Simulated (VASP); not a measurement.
Input of a VASP 6.6.1 run:

The input INCAR:

```
PREC = Accurate
ENCUT = 520
EDIFF = 1E-6
ISMEAR = -1
SIGMA = 0.1
LREAL = F
LASPH = T
NELM = 80
ALGO = Normal
ISIF = 2
LWAVE = F
LCHARG = F
GGA = PE
NBANDS = 21
```

The input KPOINTS:

```
regular mesh
0
Gamma
  10 10 4
```

Contents of POSCAR:

```
B2O
1.0
    2.8790000000      0.0000000000      0.0000000000
   -1.4395000000      2.4932871375      0.0000000000
    0.0000000000      0.0000000000      7.0520000000
B O
4 2
Direct
    0.0000000000      0.0000000000      0.3800000000
    0.0000000000      0.0000000000      0.6200000000
    0.6666666667      0.3333333333      0.0230000000
    0.3333333333      0.6666666667      0.9770000000
    0.6666666667      0.3333333333      0.3060000000
    0.3333333333      0.6666666667      0.6940000000
```

Potentials or basis: VASP PAW PBE potentials, release 64 (B, O).

Run with:

```bash
$ cat potpaw_PBE.64/B/POTCAR potpaw_PBE.64/O/POTCAR > POTCAR
$ mpirun -np 1 vasp_std > vasp.out
```

(1) What does it give for the pressure?

(2) What does it give for the band gap on the k mesh?

Answers

(1) -19.0 GPa.

(2) zero (bands 12 and 13 overlap by 1.12 eV).

Caveat: the cell stands under tension.
